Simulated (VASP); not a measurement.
TePb (l):

```
Te Pb
1.0
     0.00000    3.27090    3.27090
     3.27090    0.00000    3.27090
     3.27090    3.27090    0.00000
Te Pb
1 1
Cartesian
  0.0000 0.0000 0.0000
  3.2709 3.2709 3.2709
```

```yaml
Program: VASP 6.6.1
Task: relaxation of cell and atoms
Functional: LDA
Potentials_or_basis: VASP PAW LDA potentials, release 64 (Te, Pb_d)
Cutoff: 500 eV
k_mesh: 8 × 8 × 8
Occupations: gaussian, width 0.02 eV
Spin: no spin polarisation
```

At the start: pressure -3.0 GPa; volume 34.99 Å³/atom.

Question: Where does the relaxation end?

Answer: Over 3 steps the energy falls by 25.0 meV/atom and the volume is 32.52 Å³/atom (-7.1 %); space group Fm-3m (No. 225, to 0.05 Å).

Step by step:
```tsv
step	energy change (eV)	largest force (eV/Å)	pressure (GPa)	volume (Å³)
1	0.0000	0.0000	-3.04	69.99
2	-0.0439	0.0000	1.27	63.48
3	-0.0500	0.0000	0.00	65.05
```

Final structure:
```
Te Pb
1.0
     0.00000    3.19205    3.19205
     3.19205    0.00000    3.19205
     3.19205    3.19205    0.00000
Te Pb
1 1
Cartesian
  0.0000 0.0000 0.0000
  3.1921 3.1921 3.1921
```
